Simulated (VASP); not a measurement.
A run of VASP 6.6.1 is set up as follows.

The input INCAR:

```
SYSTEM = AlNi3
  PREC = Accurate
  ENCUT = 600
  EDIFF = 1E-6
  ISMEAR = 0
  SIGMA = 0.1
  LREAL = .False.
  LASPH = .True.
  NELM = 80
  ALGO = Fast
  ISIF = 3
  LWAVE = .False.
  LCHARG = .False.
  GGA = PS
  IBRION = 2
  NSW = 80
  EDIFFG = -0.01
```

KPOINTS

```
regular mesh
0
Gamma
  8 8 8
  0 0 0
```

The input POSCAR:

```
AlNi3
1.0
    0.0000000000      2.8018887551      2.8018887551
    2.8018887551      0.0000000000      2.8018887551
    2.8018887551      2.8018887551      0.0000000000
Al Ni
1 3
Direct
    0.5000000000      0.5000000000      0.5000000000
    0.2500000000      0.2500000000      0.2500000000
    0.0000000000      0.0000000000      0.0000000000
    0.7500000000      0.7500000000      0.7500000000
```

Potentials or basis: VASP PAW PBE potentials, release 64 (Al, Ni).

Command:

```sh
$ cat potpaw_PBE.64/Al/POTCAR potpaw_PBE.64/Ni/POTCAR > POTCAR
$ mpirun -np 1 vasp_std > vasp.out
```

Estimate the relaxed cell.

a = 3.957 Å, b = 3.957 Å, c = 3.957 Å, α = 60.00°, β = 60.00°, γ = 60.00°.

What does it give for the relaxed volume?

10.95 Å³/atom.

The path:
| step | energy change (eV) | largest force (eV/Å) | pressure (GPa) | volume (Å³) |
| --- | --- | --- | --- | --- |
| 1 | 0.0000 | 0.0000 | -0.60 | 43.99 |
| 2 | -0.0003 | 0.0000 | 0.33 | 43.73 |
| 3 | -0.0004 | 0.0000 | 0.03 | 43.81 |

Caveat: the PAW data sets were made with another functional, which shifts forces and pressure a little. Spin polarisation is off, so any magnetic state and its effect on volume and gap are missing.
